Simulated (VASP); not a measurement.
Input of a VASP 6.6.1 run:

File INCAR:

```
ALGO = Normal ; EDIFF = 1E-6
ENCUT = 520 ; GGA = PE
ISIF = 2 ; ISMEAR = -1
ISPIN = 2 ; IVDW = 12
LASPH = True ; LCHARG = False
LMAXMIX = 4 ; LORBIT = 11
LREAL = False ; LWAVE = False
MAGMOM = 1 1 0 0.6 0 ; NBANDS = 40
NELM = 150 ; PREC = Accurate
SIGMA = 0.05
```

File KPOINTS:

```
k-points
0
Gamma
  8 8 2
```

Contents of POSCAR:

```
NiMoIrPdW
1.0
    2.7470207848      0.0000000000      0.0000000000
   -1.3735103924      2.3789897844      0.0000000000
    0.0000000000      0.0000000000     10.9612146355
Ni Mo Pd Ir W
1 1 1 1 1
Direct
    0.3333333333      0.6666666667      0.5970903596
    0.0000000000      0.0000000000      0.4108312460
    0.6666666667      0.3333333333      0.7945561223
    0.6666666667      0.3333333333      0.2003987727
    0.3333333333      0.6666666667      0.9971234994
```

Potentials or basis: VASP PAW PBE potentials, release 64 (Ni, Mo_sv, Pd, Ir, W_sv).

Command:

```console
$ cat potpaw_PBE.64/Ni/POTCAR potpaw_PBE.64/Mo_sv/POTCAR potpaw_PBE.64/Pd/POTCAR potpaw_PBE.64/Ir/POTCAR potpaw_PBE.64/W_sv/POTCAR > POTCAR
$ mpirun -np 1 vasp_std > vasp.out
```

Problem. Estimate the dispersion energy per atom.

Solution. -0.654 eV.

Problem. What does it give for the pressure?

Solution. -1.6 GPa.

Problem. What does it give for the largest force?

Solution. 0.031 eV/Å.

Problem. Predict the net moment.

Solution. 0.00 μB per cell.

Stress tensor (GPa, compression positive):
```
-1.58  0.00  0.00
 0.00 -1.58  0.00
 0.00  0.00 -1.66
```

Caveat: three body term missing; the moments typed at the start vanished in this run.
